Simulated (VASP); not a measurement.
# Cs (Fm-3m) in VASP: notebook

Cs is run at these levels: LDA; tasks: single point, relaxation of cell and atoms.

Everything below comes from runs of VASP 6.6.1. Logs are shortened: lines on timing, memory, paths and dates and some standing lists are left out, and cuts for length are marked.

### 1 The cell of the first run

Symmetry: Fm-3m, No. 225, cubic system. Conventional cell: a = 5.406 Å, b = 5.406 Å, c = 5.406 Å, α = 90.00°, β = 90.00°, γ = 90.00°. Cs (site symmetry m-3m) has 12 Cs at 3.82 Å within 5.0 Å.

This isn't the form of Cs at room conditions, which is bcc.

### 2 Single point, LDA

INCAR reads:

```
SYSTEM = Cs
PREC = Accurate
ENCUT = 500
EDIFF = 1E-6
ISMEAR = -1
SIGMA = 0.05
LREAL = .FALSE.
LASPH = .TRUE.
NELM = 120
ALGO = Normal
ISIF = 2
LWAVE = .FALSE.
LCHARG = .FALSE.
GGA = CA
NBANDS = 10
GGA_COMPAT = .FALSE.
```

KPOINTS reads:

```
Automatic mesh
0
G
  12 12 12
  0 0 0
```

POSCAR reads:

```
Cs
1.0
    0.0000000000      2.7030436849      2.7030436849
    2.7030436849      0.0000000000      2.7030436849
    2.7030436849      2.7030436849      0.0000000000
Cs
1
Direct
    0.0000000000      0.0000000000      0.0000000000
```

Potentials or basis: VASP PAW LDA potentials, release 64 (Cs_sv).

Command:

```sh
> cat potpaw_LDA.64/Cs_sv/POTCAR > POTCAR
> mpirun -np 1 vasp_std > vasp.out
```

OUTCAR:

```text
SYSTEM = Cs
   PREC = Accurate
   ENCUT = 500
   EDIFF = 1E-6
   ISMEAR = -1
   LREAL = .FALSE.
   LASPH = .TRUE.
   NELM = 120
   ISIF = 2
   GGA = CA

 ion  position               nearest neighbor table
   1  0.000  0.000  0.000-

  LATTYP: Found a face centered cubic cell.
 ALAT       =     5.4060873698

  Lattice vectors:

 A1 = (   0.0000000000,   2.7030436849,   2.7030436849)
 A2 = (   2.7030436849,   0.0000000000,   2.7030436849)
 A3 = (   2.7030436849,   2.7030436849,   0.0000000000)

Analysis of symmetry for initial positions (statically):
=====================================================================
 Subroutine PRICEL returns:
 Original cell was already a primitive cell.

 Routine SETGRP: Setting up the symmetry group for a
 face centered cubic supercell.

 Subroutine GETGRP returns: Found 48 space group operations
 (whereof 48 operations were pure point group operations)
 out of a pool of 48 trial point group operations.

The static configuration has the point symmetry O_h .

Analysis of symmetry for dynamics (positions and initial velocities):
=====================================================================
 Subroutine PRICEL returns:
 Original cell was already a primitive cell.

 Routine SETGRP: Setting up the symmetry group for a
 face centered cubic supercell.

 Subroutine GETGRP returns: Found 48 space group operations
 (whereof 48 operations were pure point group operations)
 out of a pool of 48 trial point group operations.

The dynamic configuration has the point symmetry O_h .

 Subroutine INISYM returns: Found 48 space group operations
 (whereof 48 operations are pure point group operations),
 and found     1 'primitive' translations

----------------------------------------------------------------------------------------

                                     Primitive cell

  volume of cell :      39.4993

  direct lattice vectors                    reciprocal lattice vectors
     0.000000000  2.703043685  2.703043685    -0.184976663  0.184976663  0.184976663
     2.703043685  0.000000000  2.703043685     0.184976663 -0.184976663  0.184976663
     2.703043685  2.703043685  0.000000000     0.184976663  0.184976663 -0.184976663

  length of vectors
     3.822681039  3.822681039  3.822681039     0.320388978  0.320388978  0.320388978

  position of ions in fractional coordinates (direct lattice)
[... 79 lines left out ...]
   EDIFFG = 0.1E-04   stopping-criterion for IOM
   NSW    =      0    number of steps for IOM
   IBRION =     -1    ionic relax: 0-MD 1-quasi-New 2-CG
   NFREE  =      0    steps in history (QN), initial steepest desc. (CG)
   ISIF   =      2    stress and relaxation
   ISYM   =      2    0-nonsym 1-usesym 2-fastsym
   POTIM  = 0.5000    time-step for ionic-motion
   TEBEG  =    0.0;   TEEND  =   0.0 temperature during run
   PSTRESS=    0.0 pullay stress
   NELECT =       9.0000    total number of electrons
   NUPDOWN=      -1.0000    fix difference up-down
   EMIN   =  10.00;   EMAX   =-10.00  energy-range for DOS
   EFERMI =   0.00;   METHOD = LEGACY
   ISMEAR =    -1;   SIGMA  =   0.05  broadening in eV -4-tet -1-fermi 0-gaus
   EFERMI_NEDOS =   21; number of points for ismear=-14 and -15
   IALGO  =     38    algorithm
   IMIX   =      4    mixing-type and parameters
     AMIX     =   0.40;   BMIX     =  1.00
     AMIX_MAG =   1.60;   BMIX_MAG =  1.00
  volume/ion in A,a.u.               =      39.50       266.55
  Fermi-wavevector in a.u.,A,eV,Ry     =   0.999906  1.889549 13.603274  0.999812
  Thomas-Fermi vector in A             =   2.132227
   LORBIT       =      0    0 simple, 1 ext, 2 COOP (PROOUT), +10 PAW based schemes
   GGA     = CA    functional components
   LHFCALC =     F    Hartree Fock is set to
   AEXX    =    0.0000 exact exchange contribution
   IVDW    =     0    specifies the selected vdW correction
   LEPSILON=     F    determine dielectric tensor
   LRPA    =     F    only Hartree local field effects (RPA)
 non-spin polarized calculation
  energy-cutoff  :      500.00
  volume of cell :       39.50
 maximum number of plane-waves:      1018
   NGX = 13   NGY = 13   NGZ = 13

 number of electron       8.9999998 magnetization

 Free energy of the ion-electron system (eV)
  ---------------------------------------------------
  ext. energy  EPLUGINS =         0.00000000
  ---------------------------------------------------
  free energy    TOTEN  =        -0.37207692 eV

  energy without entropy =       -0.35957380  energy(sigma->0) =       -0.36582536

 E-fermi :   4.7871     XC(G=0):  -9.0944

 val. band max:        4.7773763078   @ k =   0.2500   0.2500   0.0000
 cond. band min:       4.8283998527   @ k =   0.3333   0.3333   0.0000
 fundamental gap:      0.0510235448
 Fermi energy:         4.7871331374

 k-point     1 :       0.0000    0.0000    0.0000
  band No.  band energies     occupation
      1     -19.4172      2.00000
      2      -4.7523      2.00000
      3      -4.7523      2.00000
      4      -4.7523      2.00000
      5       3.0220      2.00000
      6       7.6844      0.00000
      7       7.6844      0.00000
      8       7.6844      0.00000
      9      10.6959      0.00000
     10      10.6959      0.00000
[... 287 lines left out ...]
 k-point    24 :      -0.4167    0.1667    0.0000
  band No.  band energies     occupation
      1     -18.9009      2.00000
      2      -7.2315      2.00000
      3      -5.6637      2.00000
      4      -5.1895      2.00000
      5       5.0200      0.01882
      6       6.2384      0.00000
      7       8.0429      0.00000
      8       8.6251      0.00000
      9      12.1163      0.00000
     10      12.8054      0.00000

 [... further k-points ...]

------------------------ aborting loop because EDIFF is reached ----------------------------------------

  FORCE on cell =-STRESS in cart. coord.  units (eV):
  Direction    XX          YY          ZZ          XY          YZ          ZX
  --------------------------------------------------------------------------------------
  -------------------------------------------------------------------------------------
  Total        1.2491819      1.2491819      1.2491819      0.0000000      0.0000000     -0.0000000
  in kB       50.6695536     50.6695536     50.6695536      0.0000000      0.0000000     -0.0000000
  external PRESSURE =      50.6695536 kB  Pullay stress =       0.0000000 kB

 VOLUME and BASIS-vectors are now :
 -----------------------------------------------------------------------------
  energy-cutoff  :      500.00
  volume of cell :       39.50
      direct lattice vectors                 reciprocal lattice vectors
     0.000000000  2.703043685  2.703043685    -0.184976663  0.184976663  0.184976663
     2.703043685  0.000000000  2.703043685     0.184976663 -0.184976663  0.184976663
     2.703043685  2.703043685  0.000000000     0.184976663  0.184976663 -0.184976663

 POSITION                                       TOTAL-FORCE (eV/Angst)
 -----------------------------------------------------------------------------------
      0.00000      0.00000      0.00000         0.000000      0.000000     -0.000000
 -----------------------------------------------------------------------------------
    total drift:                                0.000000      0.000000      0.000000

  FREE ENERGIE OF THE ION-ELECTRON SYSTEM (eV)
  ---------------------------------------------------
  free  energy   TOTEN  =        -0.3720769233 eV

  energy  without entropy=       -0.3595738021  energy(sigma->0) =       -0.36582536
```

stdout:

```text
POSCAR found type information on POSCAR Cs
 POSCAR found :  1 types and       1 ions
 scaLAPACK will be used
 LDA part: xc-table for (Slater(with rela. corr.)+CA(PZ))
 , standard interpolation
 POSCAR, INCAR and KPOINTS ok, starting setup
 FFT: planning ... GRIDC
 FFT: planning ... GRID_SOFT
 FFT: planning ... GRID
 WAVECAR not read
 entering main loop
```

It took 30 s on 1 thread of Intel Xeon 8259CL, shared host; peak memory 0.15 GiB.

Results:

```yaml
Free_energy: -0.3721 eV
Pressure: 5.1 GPa
Band_gap_on_the_k_mesh: zero (an odd number of electrons rules out a gap without spin polarisation)
```

Caveat: the cell stands under pressure; spin-orbit coupling is left out, which moves the levels of the heavy elements.

### 3 Single point, LDA

This run uses another cell than the first one, of 95.96 Å³/atom.

INCAR reads:

```
ALGO = Normal
EDIFF = 1E-6
ENCUT = 500
GGA_COMPAT = False
ISIF = 2
ISMEAR = -1
LASPH = True
LCHARG = False
LREAL = False
LWAVE = False
NBANDS = 10
NELM = 120
PREC = Accurate
SIGMA = 0.05
```

KPOINTS reads:

```
k-points
0
Gamma
  10 10 10
```

POSCAR reads:

```
Cs
1.0
    0.0000000000      3.6337111148      3.6337111148
    3.6337111148      0.0000000000      3.6337111148
    3.6337111148      3.6337111148      0.0000000000
Cs
1
Direct
    0.0000000000      0.0000000000      0.0000000000
```

Potentials or basis: VASP PAW LDA potentials, release 64 (Cs_sv).

Command:

```sh
> cat potpaw_LDA.64/Cs_sv/POTCAR > POTCAR
> mpirun -np 1 vasp_std > vasp.out
```

It used 40 s of CPU time on 1 thread of Intel Xeon 8259CL, on a shared host.

Results (log left out):

* Free energy: -0.9969 eV
* Pressure: 0.0 GPa
* Band gap on the k mesh: zero (an odd number of electrons rules out a gap without spin polarisation)

Levels at points of the mesh, in eV from the Fermi level:
| k point | band 1 | band 2 | band 3 | band 4 | band 5 | band 6 | band 7 | band 8 | band 9 | band 10 |
| --- | --- | --- | --- | --- | --- | --- | --- | --- | --- | --- |
| (0.00, 0.00, 0.00) | -23.71 | -10.41 | -10.41 | -10.41 | -1.86 | 2.50 | 2.50 | 2.50 | 3.77 | 3.77 |
| (0.50, 0.00, 0.00) | -23.70 | -10.66 | -10.44 | -10.44 | -0.12 | 1.05 | 2.34 | 2.34 | 4.74 | 4.74 |
| (0.50, 0.50, 0.00) | -23.69 | -10.65 | -10.50 | -10.50 | 0.14 | 0.91 | 1.81 | 4.60 | 4.60 | 4.76 |

Caveat: spin-orbit coupling is left out, which moves the levels of the heavy elements.

### 4 Relaxation of cell and atoms, LDA, target pressure 5 GPa, at which the enthalpy is minimised

INCAR reads:

```
PREC     = Accurate       # precision mode
ENCUT    = 500            # plane-wave cutoff, eV
EDIFF    = 1E-7           # SCF threshold, eV
ISMEAR   = -1             # smearing method
SIGMA    = 0.05           # smearing width, eV
LREAL    = False          # projectors in reciprocal space
LASPH    = True           # aspherical terms in the spheres
NELM     = 120            # most SCF steps
ALGO     = Normal         # electronic algorithm
ISIF     = 3              # what is computed and relaxed
LWAVE    = False          # write WAVECAR
LCHARG   = False          # write CHGCAR
GGA      = CA             # functional
IBRION   = 2              # ionic algorithm
NSW      = 32             # ionic steps
EDIFFG   = -0.005         # ionic threshold
PSTRESS  = 50.0         
GGA_COMPAT= False        
NELMIN   = 4
```

KPOINTS reads:

```
regular mesh
0
Gamma
  12 12 12
```

POSCAR reads:

```
Cs
1.0
    0.0000000000      2.7030436849      2.7030436849
    2.7030436849      0.0000000000      2.7030436849
    2.7030436849      2.7030436849      0.0000000000
Cs
1
Direct
    0.0000000000      0.0000000000      0.0000000000
```

Command:

```sh
> cat potpaw_LDA.64/Cs_sv/POTCAR > POTCAR
> mpirun -np 1 vasp_std > vasp.out
```

Run time: 81 s. Hardware: 1 thread of Intel Xeon 8259CL, shared host; peak memory 0.15 GiB.

The run converged. Its results:

- Free energy: -0.3799 eV
- Relaxed volume: 39.75 Å³/atom
- Relaxed cell: a = 3.831 Å, b = 3.831 Å, c = 3.831 Å, α = 60.00°, β = 60.00°, γ = 60.00°
- Space group after relaxing (to 0.1 Å): Fm-3m (No. 225)
- Energy change on relaxing (the run minimises the enthalpy): -7.8 meV/atom
- Ionic steps: 3
- Pressure after relaxing: 5.0 GPa
- Band gap on the k mesh: zero (an odd number of electrons rules out a gap without spin polarisation)

Step by step:
```
step  energy change (eV)  largest force (eV/Å)  pressure (GPa)  volume (Å³)
   1              0.0000                0.0000            5.06        39.50
   2             -0.0028                0.0000            5.04        39.59
   3             -0.0078                0.0000            5.00        39.75
```

Final structure:
```xyz
1
Lattice="0.0000 2.7087 2.7087 2.7087 0.0000 2.7087 2.7087 2.7087 0.0000" Properties=species:S:1:pos:R:3 pbc="T T T"
Cs    0.0000    0.0000    0.0000
```

Levels at points of the mesh, in eV from the Fermi level:
| k point | band 1 | band 2 | band 3 | band 4 | band 5 | band 6 | band 7 | band 8 |
| --- | --- | --- | --- | --- | --- | --- | --- | --- |
| (0.00, 0.00, 0.00) | -24.19 | -9.55 | -9.55 | -9.55 | -1.78 | 2.89 | 2.89 | 2.89 |
| (0.50, 0.00, 0.00) | -23.73 | -12.21 | -9.88 | -9.88 | -0.61 | 2.53 | 2.53 | 4.19 |
| (0.50, 0.50, 0.00) | -23.58 | -11.99 | -10.50 | -10.50 | -1.32 | -0.46 | 6.30 | 8.44 |

Caveat: the cell is relaxed towards a set pressure, so the run minimises the enthalpy, not the energy; spin-orbit coupling is left out, which moves the levels of the heavy elements.

### 5 Relaxation of cell and atoms, LDA, target pressure 5 GPa, at which the enthalpy is minimised

INCAR reads:

```
SYSTEM = Cs
PREC = Accurate
ENCUT = 500
EDIFF = 1E-7
ISMEAR = -1
SIGMA = 0.05
LREAL = .False.
LASPH = .True.
NELM = 120
ALGO = Normal
ISIF = 3
LWAVE = .False.
LCHARG = .False.
GGA = CA
IBRION = 2
NSW = 60
EDIFFG = -0.005
PSTRESS = 50.0
GGA_COMPAT = .False.
NELMIN = 4
```

KPOINTS reads:

```
regular mesh
0
Gamma
  12 12 12
  0 0 0
```

POSCAR reads:

```
Cs
1.0
    0.0000000000      2.7038512940      2.7038512940
    2.7038512940      0.0000000000      2.7038512940
    2.7038512940      2.7038512940      0.0000000000
Cs
1
Direct
    0.0000000000      0.0000000000      0.0000000000
```

Command:

```sh
> cat potpaw_LDA.64/Cs_sv/POTCAR > POTCAR
> mpirun -np 1 vasp_std > vasp.out
```

Run time: 69 s. Hardware: 1 thread of Intel Xeon 8259CL, shared host; peak memory 0.16 GiB.

The run converged. Its results:

| Quantity | Value |
| --- | --- |
| Free energy | -0.3798 eV |
| Relaxed volume | 39.75 Å³/atom |
| Relaxed cell | a = 3.831 Å, b = 3.831 Å, c = 3.831 Å, α = 60.00°, β = 60.00°, γ = 60.00° |
| Space group after relaxing (to 0.1 Å) | Fm-3m (No. 225) |
| Energy change on relaxing (the run minimises the enthalpy) | -6.6 meV/atom |
| Ionic steps | 3 |
| Pressure after relaxing | 5.0 GPa |
| Band gap on the k mesh | zero (an odd number of electrons rules out a gap without spin polarisation) |

Step by step:
| step | energy change (eV) | largest force (eV/Å) | pressure (GPa) | volume (Å³) |
| --- | --- | --- | --- | --- |
| 1 | 0.0000 | 0.0000 | 5.05 | 39.53 |
| 2 | -0.0024 | 0.0000 | 5.03 | 39.61 |
| 3 | -0.0066 | 0.0000 | 5.00 | 39.75 |

Final structure:
```xyz
1
Lattice="0.0000 2.7087 2.7087 2.7087 0.0000 2.7087 2.7087 2.7087 0.0000" Properties=species:S:1:pos:R:3 pbc="T T T"
Cs    0.0000    0.0000    0.0000
```

Levels at points of the mesh, in eV from the Fermi level:
```
           k point  band 2  band 3  band 4  band 5  band 6  band 7  band 8
(0.00, 0.00, 0.00)   -9.55   -9.55   -9.55   -1.78    2.89    2.89    2.89
(0.50, 0.00, 0.00)  -12.21   -9.88   -9.88   -0.61    2.53    2.53    4.19
(0.50, 0.50, 0.00)  -11.99  -10.50  -10.50   -1.32   -0.46    6.30    8.44
```

Caveat: the cell is relaxed towards a set pressure, so the run minimises the enthalpy, not the energy; spin-orbit coupling is left out, which moves the levels of the heavy elements.

### 6 The runs side by side

| task | cell | k mesh | gap on the mesh (eV) | pressure (GPa) |
| --- | --- | --- | --- | --- |
| single point | a = 3.823 Å, angles 60.0°, 1 atom | 12 × 12 × 12 | none | 5.1 |
| single point | a = 5.139 Å, angles 60.0°, 1 atom | 10 × 10 × 10 | none | 0.0 |
| relaxation of cell and atoms | relaxed to 5 GPa from a = 3.823 Å, angles 60.0°, 1 atom | 12 × 12 × 12 | none | 5.0 |
| relaxation of cell and atoms | relaxed to 5 GPa from a = 3.824 Å, angles 60.0°, 1 atom | 12 × 12 × 12 | none | 5.0 |

Alike in all rows: level LDA; potentials or basis VASP PAW LDA potentials, release 64 (Cs_sv); no spin polarisation; cutoff (eV) 500; smearing fermi-dirac 0.05 eV.

Caveats: spin-orbit coupling is left out, which moves the levels of the heavy elements; the cell is relaxed towards a set pressure, so the run minimises the enthalpy, not the energy (at least some runs); the cell stands under pressure (at least some runs).

Total energies depend on the potentials used, so only differences within one code and one set of settings carry meaning.
